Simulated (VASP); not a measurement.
Set up this calculation in VASP 6.6.1, as the native input.

```
Task                   : relaxation of cell and atoms
Functional             : r2SCAN
Potentials or basis    : VASP PAW PBE potentials, release 64 (Zn)
Cutoff                 : 600 eV
k mesh                 : 9 × 9 × 9
Occupations            : gaussian, width 0.1 eV
Spin                   : no spin polarisation
Dipole correction      : no
Further INCAR settings : ALGO = Normal; EDIFF = 1e-06; IBRION = 2; EDIFFG = -0.04; NSW = 90; ISIF = 3
```

The system is Zn.

```
Zn
1.0
     2.01753    1.16482    1.12134
    -2.01753    1.16482    1.12134
     0.00000   -2.32964    1.12134
Zn
1
Direct
  0.50000 0.50000 0.50000
```

These files were run (other wordings do the same):

POSCAR

```
Zn
1.0
    2.0175291720      1.1648210106      1.1213366593
   -2.0175291720      1.1648210106      1.1213366593
    0.0000000000     -2.3296420211      1.1213366593
Zn
1
Direct
    0.5000000000      0.5000000000      0.5000000000
```

INCAR.step1

```
PREC = Accurate ; ENCUT = 600
ISMEAR = 0 ; SIGMA = 0.1
LREAL = F ; LASPH = T
NELM = 60 ; GGA = PE
ALGO = Normal ; EDIFF = 1E-4
LWAVE = T ; LCHARG = F
```

INCAR.step2

```
PREC = Accurate ; ENCUT = 600
EDIFF = 1E-6 ; ISMEAR = 0
SIGMA = 0.1 ; LREAL = F
LASPH = T ; NELM = 60
ALGO = Normal ; ISIF = 3
LWAVE = F ; LCHARG = F
METAGGA = R2SCAN ; LMIXTAU = T
IBRION = 2 ; NSW = 90
EDIFFG = -0.04 ; ISTART = 1
```

KPOINTS

```
Automatic mesh
0
Gamma
  9 9 9
```

Potentials or basis: VASP PAW PBE potentials, release 64 (Zn).

Command:

```bash
$ cat potpaw_PBE.64/Zn/POTCAR > POTCAR
$ cp INCAR.step1 INCAR
$ mpirun -np 1 vasp_std > vasp.out
$ cp INCAR.step2 INCAR
$ mpirun -np 1 vasp_std > vasp.out
```

Results of the run:

```yaml
Relaxed_volume: 14.91 Å³/atom
Relaxed_cell: a = 2.596 Å, b = 2.596 Å, c = 2.596 Å, α = 106.10°, β = 106.10°, γ = 106.10°
Space_group_after_relaxing_to_0.05_Å: R-3m (No. 166)
Energy_gained_by_relaxing: 65.2 meV/atom
Ionic_steps: 12
Pressure_after_relaxing: 0.2 GPa
Band_gap_on_the_k_mesh: zero (band 6 reaches 6.51 eV, above the bottom of band 7 at 1.62 eV)
```

Caveat: the PAW data sets were made with another functional, which shifts forces and pressure a little.

It took 7 min on 1 thread of Intel(R) Xeon(R) Platinum 8488C (Sapphire Rapids) (shared host), peak memory 0.16 GiB.
